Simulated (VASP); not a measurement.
# H3CCl in VASP: a series of runs

H3CCl is run at these levels: PBE+D3(BJ); tasks: single point.

Program: VASP 6.6.1. These are calculated values, not measurements. Logs are shortened: lines on timing, memory, paths and dates and some standing lists are left out, and cuts for length are marked.

### 1 The cell of the first run

The cell holds an amorphous packing of atoms, 40 atoms: a = 8.382 Å, b = 8.382 Å, c = 8.382 Å, α = 90.00°, β = 90.00°, γ = 90.00°.

### 2 Single point, PBE+D3(BJ)

The input, INCAR:

```
PREC = Accurate
ENCUT = 520
EDIFF = 1E-7
ISMEAR = -1
SIGMA = 0.02
LREAL = Auto
LASPH = T
NELM = 100
ALGO = Normal
ISIF = 2
LWAVE = F
LCHARG = T
GGA = PE
IVDW = 12
LELF = T
LVHAR = T
NBANDS = 82
```

The input, KPOINTS:

```
Automatic mesh
0
Gamma
  1 1 1
```

The input, POSCAR:

```
H3CCl
1.0
    8.3815160000      0.0000000000      0.0000000000
    0.0000000000      8.3815160000      0.0000000000
    0.0000000000      0.0000000000      8.3815160000
C Cl H
8 8 24
Direct
    0.3399252333      0.9388802373      0.1481182228
    0.6576464975      0.3417142931      0.4414356752
    0.1185529975      0.8433074979      0.5974045901
    0.7924267809      0.8907531850      0.0874251836
    0.0023578928      0.3554368579      0.9935409133
    0.5465156917      0.9527135887      0.7545310897
    0.0847219743      0.3706793755      0.4057487504
    0.3949376236      0.3682724705      0.1152061371
    0.4327925259      0.8019305401      0.2830621448
    0.4677131631      0.3788062576      0.5320477720
    0.1077573764      0.9575329797      0.7772077595
    0.9094130795      0.8424807631      0.2587109085
   -0.1831619721      0.4606323874      0.9843945048
    0.6197555242      1.1314271691      0.8475773891
    0.0617472765      0.3983542284      0.6151330766
    0.3954066514      0.4985774259     -0.0554245959
    0.2351661421      0.9904225166      0.2076186585
    0.4262846214      1.0316035582      0.1159049966
    0.3029099333      0.8753426035      0.0402102565
    0.7480744772      0.4120730656      0.5050875197
    0.6837332212      0.2135602359      0.4508423045
    0.6510052943      0.3786633696      0.3160136696
    0.1511112839      0.9238232956      0.4999654703
    0.2080156667      0.7490557537      0.6114051219
    0.0005338301      0.7913131565      0.5772004194
    0.8677105277      0.9503947878     -0.0009882899
    0.7422364477      0.7804002953      0.0387078238
    0.6967628784      0.9698719894      0.1257804841
    0.0105897242      0.2912584297      1.1073237323
    0.0101257364      0.2710429073      0.8937258458
    0.1000844186      0.4423026944      0.9825017116
    0.4187378169      0.9416886099      0.7802003928
    0.5660531766      0.9692805001      0.6265332394
    0.6118794534      0.8483494800      0.7986447375
    0.0846784895      0.4881281169      0.3480549067
    0.1994988764      0.3106681361      0.3878413913
   -0.0145742546      0.2969022436      0.3643623252
    0.3015665725      0.2765970857      0.1038611330
    0.5121787695      0.3103266612      0.1153687839
    0.3767100801      0.4385637500      0.2236626440
```

Potentials or basis: VASP PAW PBE potentials, release 64 (C, Cl, H).

Command:

```
$ cat potpaw_PBE.64/C/POTCAR potpaw_PBE.64/Cl/POTCAR potpaw_PBE.64/H/POTCAR > POTCAR
$ mpirun -np 1 vasp_gam > vasp.out
```

OUTCAR:

```text
PREC = Accurate
   ENCUT = 520
   EDIFF = 1E-7
   ISMEAR = -1
   LREAL = Auto
   LASPH = T
   NELM = 100
   ISIF = 2
   GGA = PE
   IVDW = 12
 IVDW          = 12

 ion  position               nearest neighbor table
   1  0.340  0.939  0.148-  19 1.09  18 1.10  17 1.10   9 1.79
   2  0.658  0.342  0.441-  22 1.10  20 1.10  21 1.10  10 1.79
   3  0.119  0.843  0.597-  23 1.09  25 1.09  24 1.10  11 1.79
   4  0.792  0.891  0.087-  28 1.09  26 1.09  27 1.10  12 1.78
   5  0.002  0.355  0.994-  29 1.10  30 1.10  31 1.10  13 1.79
   6  0.547  0.953  0.755-  33 1.09  32 1.10  34 1.10  14 1.80
   7  0.085  0.371  0.406-  37 1.09  36 1.10  35 1.10  15 1.78
   8  0.395  0.368  0.115-  40 1.09  39 1.10  38 1.10  16 1.80
   9  0.433  0.802  0.283-   1 1.79
  10  0.468  0.379  0.532-   2 1.79
  11  0.108  0.958  0.777-   3 1.79
  12  0.909  0.842  0.259-   4 1.78
  13  0.817  0.461  0.984-   5 1.79
  14  0.620  0.131  0.848-   6 1.80
[... 24 lines left out ...]
  39  0.512  0.310  0.115-   8 1.10
  40  0.377  0.439  0.224-   8 1.09

  LATTYP: Found a simple cubic cell.
 ALAT       =     8.3815160000

  Lattice vectors:

 A1 = (   8.3815160000,   0.0000000000,   0.0000000000)
 A2 = (   0.0000000000,   8.3815160000,   0.0000000000)
 A3 = (   0.0000000000,   0.0000000000,   8.3815160000)

Analysis of symmetry for initial positions (statically):
=====================================================================
 Subroutine PRICEL returns:
 Original cell was already a primitive cell.

 Routine SETGRP: Setting up the symmetry group for a
 simple cubic supercell.

 Subroutine GETGRP returns: Found  1 space group operations
 (whereof  1 operations were pure point group operations)
 out of a pool of 48 trial point group operations.

The static configuration has the point symmetry C_1 .

Analysis of symmetry for dynamics (positions and initial velocities):
=====================================================================
 Subroutine PRICEL returns:
 Original cell was already a primitive cell.

 Routine SETGRP: Setting up the symmetry group for a
 simple cubic supercell.

 Subroutine GETGRP returns: Found  1 space group operations
 (whereof  1 operations were pure point group operations)
 out of a pool of 48 trial point group operations.

The dynamic configuration has the point symmetry C_1 .

 Subroutine INISYM returns: Found  1 space group operations
 (whereof  1 operations are pure point group operations),
 and found     1 'primitive' translations

----------------------------------------------------------------------------------------

                                     Primitive cell

  volume of cell :     588.7999

  direct lattice vectors                    reciprocal lattice vectors
     8.381516000  0.000000000  0.000000000     0.119310158  0.000000000  0.000000000
     0.000000000  8.381516000  0.000000000     0.000000000  0.119310158  0.000000000
     0.000000000  0.000000000  8.381516000     0.000000000  0.000000000  0.119310158

  length of vectors
     8.381516000  8.381516000  8.381516000     0.119310158  0.119310158  0.119310158

  position of ions in fractional coordinates (direct lattice)
     0.339925233  0.938880237  0.148118223
     0.657646497  0.341714293  0.441435675
     0.118552997  0.843307498  0.597404590
     0.792426781  0.890753185  0.087425184
     0.002357893  0.355436858  0.993540913
     0.546515692  0.952713589  0.754531090
[... 32 lines left out ...]
     0.512178769  0.310326661  0.115368784
     0.376710080  0.438563750  0.223662644

  ion indices of the primitive-cell ions
   primitive index   ion index
                 1           1
                 2           2
                 3           3
                 4           4
                 5           5
                 6           6
[... 32 lines left out ...]
                39          39
                40          40

----------------------------------------------------------------------------------------

 KPOINTS: Automatic mesh

Automatic generation of k-mesh.
 Grid dimensions read from file:
 generate k-points for:    1    1    1

 Generating k-lattice:

  Cartesian coordinates                     Fractional coordinates (reciprocal lattice)
     0.119310158  0.000000000  0.000000000     1.000000000  0.000000000  0.000000000
     0.000000000  0.119310158  0.000000000     0.000000000  1.000000000  0.000000000
     0.000000000  0.000000000  0.119310158     0.000000000  0.000000000  1.000000000

  Length of vectors
     0.119310158  0.119310158  0.119310158

  Shift w.r.t. Gamma in fractional coordinates (k-lattice)
     0.000000000  0.000000000  0.000000000

 Subroutine IBZKPT returns following result:
 ===========================================

 Found      1 irreducible k-points:

 Following reciprocal coordinates:
            Coordinates               Weight
  0.000000  0.000000  0.000000      1.000000
   k-points           NKPTS =      1   k-points in BZ     NKDIM =      1   number of bands    NBANDS=     82
   number of dos      NEDOS =    301   number of ions     NIONS =     40
   total plane-waves  NPLWV = 262144
   dimension x,y,z NGX =    64 NGY =   64 NGZ =   64
   dimension x,y,z NGXF=   128 NGYF=  128 NGZF=  128
   ions per type =               8   8  24
   NGX,Y,Z   is equivalent  to a cutoff of  12.69, 12.69, 12.69 a.u.
   NGXF,Y,Z  is equivalent  to a cutoff of  25.39, 25.39, 25.39 a.u.
 SYSTEM =  unknown system
   PREC   = accura    normal or accurate (medium, high low for compatibility)
   ISTART =      0    job   : 0-new  1-cont  2-samecut
   ICHARG =      2    charge: 1-file 2-atom 10-const
   ISPIN  =      1    spin polarized calculation?
   LNONCOLLINEAR =      F non collinear calculations
   LSORBIT =      F    spin-orbit coupling
   LASPH  =      T    aspherical Exc in radial PAW
   ENCUT  =  520.0 eV  38.22 Ry    6.18 a.u.  15.58 15.58 15.58*2*pi/ulx,y,z
   NELM   =    100;   NELMIN=  2; NELMDL= -5     # of ELM steps
   EDIFF  = 0.1E-06   stopping-criterion for ELM
   LREAL  =      T    real-space projection
   EDIFFG = 0.1E-05   stopping-criterion for IOM
   NSW    =      0    number of steps for IOM
   IBRION =     -1    ionic relax: 0-MD 1-quasi-New 2-CG
   NFREE  =      0    steps in history (QN), initial steepest desc. (CG)
   ISIF   =      2    stress and relaxation
   ISYM   =      2    0-nonsym 1-usesym 2-fastsym
   POTIM  = 0.5000    time-step for ionic-motion
   TEBEG  =    0.0;   TEEND  =   0.0 temperature during run
   PSTRESS=    0.0 pullay stress
   NELECT =     112.0000    total number of electrons
   NUPDOWN=      -1.0000    fix difference up-down
   EMIN   =  10.00;   EMAX   =-10.00  energy-range for DOS
   EFERMI =   0.00;   METHOD = LEGACY
   ISMEAR =    -1;   SIGMA  =   0.02  broadening in eV -4-tet -1-fermi 0-gaus
   EFERMI_NEDOS =   21; number of points for ismear=-14 and -15
   IALGO  =     38    algorithm
   IMIX   =      4    mixing-type and parameters
     AMIX     =   0.40;   BMIX     =  1.00
     AMIX_MAG =   1.60;   BMIX_MAG =  1.00
  volume/ion in A,a.u.               =      14.72        99.34
  Fermi-wavevector in a.u.,A,eV,Ry     =   0.941510  1.779196 12.060763  0.886441
  Thomas-Fermi vector in A             =   2.069028
   LORBIT       =      0    0 simple, 1 ext, 2 COOP (PROOUT), +10 PAW based schemes
   GGA     = PE    functional components
   LHFCALC =     F    Hartree Fock is set to
   AEXX    =    0.0000 exact exchange contribution
   IVDW    =    12    specifies the selected vdW correction
   LEPSILON=     F    determine dielectric tensor
   LRPA    =     F    only Hartree local field effects (RPA)
 non-spin polarized calculation
  energy-cutoff  :      520.00
  volume of cell :      588.80
 maximum number of plane-waves:      7896
 NGX is ok and might be reduce to    64
   NGX = 31   NGY = 31   NGZ = 31

 number of electron     112.0000001 magnetization

 Free energy of the ion-electron system (eV)
  ---------------------------------------------------
  ext. energy  EPLUGINS =         0.00000000
  ---------------------------------------------------
  free energy    TOTEN  =      -179.52867367 eV

  energy without entropy =     -179.52867367  energy(sigma->0) =     -179.52867367

 E-fermi :  -2.0476     XC(G=0):  -6.6992

 val. band max:       -2.5998055251   @ k =   0.0000   0.0000   0.0000
 cond. band min:       2.8486580886   @ k =   0.0000   0.0000   0.0000
 fundamental gap:      5.4484636137
 Fermi energy:        -2.0476231521

 k-point     1 :       0.0000    0.0000    0.0000
  band No.  band energies     occupation
      1     -17.4543      2.00000
      2     -17.3797      2.00000
      3     -17.3180      2.00000
      4     -17.2429      2.00000
      5     -17.2028      2.00000
      6     -17.1760      2.00000
[... 60 lines left out ...]
     67       4.8387      0.00000
     68       4.9399      0.00000
 [bands above 68 left out]

------------------------ aborting loop because EDIFF is reached ----------------------------------------

 Edisp (eV)   -2.18689

 E8    (eV) :    -0.5787

  FORCE on cell =-STRESS in cart. coord.  units (eV):
  Direction    XX          YY          ZZ          XY          YZ          ZX
  --------------------------------------------------------------------------------------
  -------------------------------------------------------------------------------------
  Total      -0.34535    -2.51189     0.44853    -0.46271     0.49117     0.96152
  in kB      -0.93972    -6.83509     1.22050    -1.25907     1.33653     2.61639
  external pressure =       -2.18 kB  Pullay stress =        0.00 kB

 VOLUME and BASIS-vectors are now :
 -----------------------------------------------------------------------------
  energy-cutoff  :      520.00
  volume of cell :      588.80
      direct lattice vectors                 reciprocal lattice vectors
     8.381516000  0.000000000  0.000000000     0.119310158  0.000000000  0.000000000
     0.000000000  8.381516000  0.000000000     0.000000000  0.119310158  0.000000000
     0.000000000  0.000000000  8.381516000     0.000000000  0.000000000  0.119310158

 POSITION                                       TOTAL-FORCE (eV/Angst)
 -----------------------------------------------------------------------------------
      2.84909      7.86924      1.24146        -0.011095      0.013435      0.037025
      5.51207      2.86408      3.69990         0.050941      0.047269     -0.058307
      0.99365      7.06820      5.00716        -0.024376     -0.017469      0.009500
      6.64174      7.46586      0.73276        -0.014328     -0.055563      0.003930
      0.01976      2.97910      8.32738         0.194946      0.108088     -0.049080
      4.58063      7.98518      6.32411         0.006479      0.182969     -0.073018
[... 32 lines left out ...]
      4.29283      2.60101      0.96697        -0.081290      0.021223      0.060093
      3.15740      3.67583      1.87463         0.044955      0.100850     -0.058135
 -----------------------------------------------------------------------------------
    total drift:                                0.019682     -0.008090      0.006216

  FREE ENERGIE OF THE ION-ELECTRON SYSTEM (eV)
  ---------------------------------------------------
  free  energy   TOTEN  =      -181.7155680944 eV

  energy  without entropy=     -181.7155680944  energy(sigma->0) =     -181.71556809
```

It took 74 s on 1 thread of AMD EPYC 9R14 (Zen 4), shared host; peak memory 0.5 GiB.

What came out:

```
Free energy                : -181.7156 eV
Pressure                   : -0.2 GPa
Largest force              : 0.353 eV/Å
Band gap on the k mesh     : 5.45 eV
Dispersion energy per atom : -0.055 eV
```

Forces on the atoms (eV/Å):
```
C   -0.011  0.013  0.037
C    0.051  0.047 -0.058
C   -0.024 -0.017  0.009
C   -0.014 -0.056  0.004
C    0.195  0.108 -0.049
C    0.006  0.183 -0.073
C    0.063 -0.017 -0.040
C    0.198  0.003 -0.236
Cl  -0.076  0.049 -0.032
Cl   0.091  0.048 -0.033
Cl   0.016  0.014 -0.003
Cl   0.054 -0.015 -0.025
Cl   0.037 -0.133  0.046
Cl  -0.056 -0.198 -0.145
Cl  -0.061  0.065  0.079
Cl  -0.116 -0.201  0.267
H    0.049 -0.060 -0.053
H   -0.007 -0.043  0.070
H   -0.016 -0.125  0.089
H   -0.084 -0.101  0.020
H   -0.008  0.125  0.020
H    0.081 -0.035  0.134
H    0.001 -0.042  0.051
H   -0.039  0.052  0.037
H    0.040 -0.026 -0.024
H    0.026 -0.071  0.062
H    0.101  0.007  0.073
H   -0.015  0.045  0.063
H   -0.101  0.054 -0.032
H   -0.166  0.012  0.043
H   -0.148 -0.012  0.063
H    0.113  0.054 -0.023
H   -0.072 -0.184 -0.048
H    0.015  0.130 -0.008
H   -0.050 -0.091 -0.037
H   -0.105  0.014 -0.052
H   -0.033  0.009 -0.032
H    0.106  0.273 -0.167
H   -0.081  0.021  0.060
H    0.045  0.101 -0.058
```

Stress tensor (GPa, compression positive):
```
-0.09 -0.13  0.26
-0.13 -0.68  0.13
 0.26  0.13  0.12
```

Caveat: the k points lie up to 0.75 Å⁻¹ apart.

(Part 1 of 2 ends here.)
